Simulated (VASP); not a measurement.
Input of a VASP 6.6.1 run:

The input POSCAR:

```
AlGa3N4
1.0
    5.1581911098      0.0000000000      0.0000646716
    0.0000000000      3.1752771098      0.0000000000
   -0.0036209198      0.0000000000      5.3948396716
Al Ga N
1 3 4
Direct
    0.0005828848      0.5000000000      0.6672982357
    0.4991712870      0.5000000000      0.3350606985
    0.4992511918      0.0000000000      0.8314570703
    0.9998609986      0.0000000000      0.1661913852
    0.1194130441      0.5000000000      0.3406010347
    0.1173310425      0.0000000000      0.8259310372
    0.6202395502      0.0000000000      0.1661937139
    0.6317500111      0.5000000000      0.6672678244
```

File INCAR.step1:

```
SYSTEM = AlGa3N4
PREC = Accurate ; ENCUT = 520
ISMEAR = 0 ; SIGMA = 0.02
LREAL = .FALSE. ; LASPH = .TRUE.
NELM = 100 ; NBANDS = 41
GGA = PE ; ALGO = Normal
EDIFF = 1E-4 ; LWAVE = .TRUE.
LCHARG = .FALSE.
```

Contents of INCAR.step2:

```
SYSTEM = AlGa3N4
PREC = Accurate ; ENCUT = 520
EDIFF = 1E-6 ; ISMEAR = 0
SIGMA = 0.02 ; LREAL = .FALSE.
LASPH = .TRUE. ; NELM = 100
ALGO = Normal ; ISIF = 2
LWAVE = .FALSE. ; LCHARG = .FALSE.
METAGGA = R2SCAN ; LMIXTAU = .TRUE.
NBANDS = 41 ; ISTART = 1
```

The input KPOINTS:

```
regular mesh
0
G
  6 8 4
  0 0 0
```

Potentials or basis: VASP PAW PBE potentials, release 64 (Al, Ga_d, N).

Launch:

```bash
$ cat potpaw_PBE.64/Al/POTCAR potpaw_PBE.64/Ga_d/POTCAR potpaw_PBE.64/N/POTCAR > POTCAR
$ cp INCAR.step1 INCAR
$ mpirun -np 1 vasp_std > vasp.out
$ cp INCAR.step2 INCAR
$ mpirun -np 1 vasp_std > vasp.out
```

Question: Predict the largest force.

Answer: 0.296 eV/Å.

Question: What does it give for the band gap on the k mesh?

Answer: 2.90 eV.

Question: Predict the pressure.

Answer: 2.4 GPa.

Stress tensor (GPa, compression positive):
```
-0.26  0.00  0.03
 0.00  0.42  0.00
 0.03  0.00  7.03
```

Caveat: the cell differs from its parent crystal (uniaxial strain along c: -1.5 %); the stress differs along the axes, from -0 to 7 GPa; the PAW data sets were made with another functional, which shifts forces and pressure a little.
